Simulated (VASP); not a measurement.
Wanted: the native input for a VASP 6.6.1 run.

```
Task                   : single point
Functional             : r2SCAN
Potentials or basis    : VASP PAW PBE potentials, release 64 (W_sv, C)
Cutoff                 : 520 eV
k mesh                 : 16 × 16 × 16
Occupations            : gaussian, width 0.1 eV
Spin                   : no spin polarisation
Dipole correction      : no
Further INCAR settings : ALGO = Normal; EDIFF = 1e-07; NBANDS = 16
```

Crystal: WC.

```xyz
2
Lattice="0.0000 2.1824 2.1824 2.1824 0.0000 2.1824 2.1824 2.1824 0.0000" Properties=species:S:1:pos:R:3 pbc="T T T"
W     0.0000    0.0000    0.0000
C     2.1824    2.1824    2.1824
```

One way to write it, as run:

POSCAR

```
WC
1.0
    0.0000000000      2.1824154775      2.1824154775
    2.1824154775      0.0000000000      2.1824154775
    2.1824154775      2.1824154775      0.0000000000
W C
1 1
Direct
    0.0000000000      0.0000000000      0.0000000000
    0.5000000000      0.5000000000      0.5000000000
```

INCAR.step1

```
SYSTEM = WC
ALGO = Normal ; EDIFF = 1E-4
ENCUT = 520 ; GGA = PE
ISMEAR = 0 ; LASPH = .True.
LCHARG = .False. ; LREAL = .False.
LWAVE = .True. ; NBANDS = 16
NELM = 100 ; PREC = Accurate
SIGMA = 0.1
```

INCAR.step2

```
SYSTEM = WC
ALGO = Normal ; EDIFF = 1E-7
ENCUT = 520 ; ISIF = 2
ISMEAR = 0 ; ISTART = 1
LASPH = .True. ; LCHARG = .False.
LMIXTAU = .True. ; LREAL = .False.
LWAVE = .False. ; METAGGA = R2SCAN
NBANDS = 16 ; NELM = 100
PREC = Accurate ; SIGMA = 0.1
```

KPOINTS

```
k-points
0
Gamma
  16 16 16
  0 0 0
```

Potentials or basis: VASP PAW PBE potentials, release 64 (W_sv, C).

The run is started by

```console
$ cat potpaw_PBE.64/W_sv/POTCAR potpaw_PBE.64/C/POTCAR > POTCAR
$ cp INCAR.step1 INCAR
$ mpirun -np 1 vasp_std > vasp.out
$ cp INCAR.step2 INCAR
$ mpirun -np 1 vasp_std > vasp.out
```

Results of the run:

| Quantity | Value |
| --- | --- |
| Pressure | 1.7 GPa |
| Band gap on the k mesh | zero (band 9 reaches 13.74 eV, above the bottom of band 10 at 10.44 eV) |

Caveat: the PAW data sets were made with another functional, which shifts forces and pressure a little; spin-orbit coupling is left out, which moves the levels of the heavy elements.

Run time: 100 s on 1 thread of Intel(R) Xeon(R) Platinum 8488C (Sapphire Rapids) (shared host), peak memory 0.18 GiB.
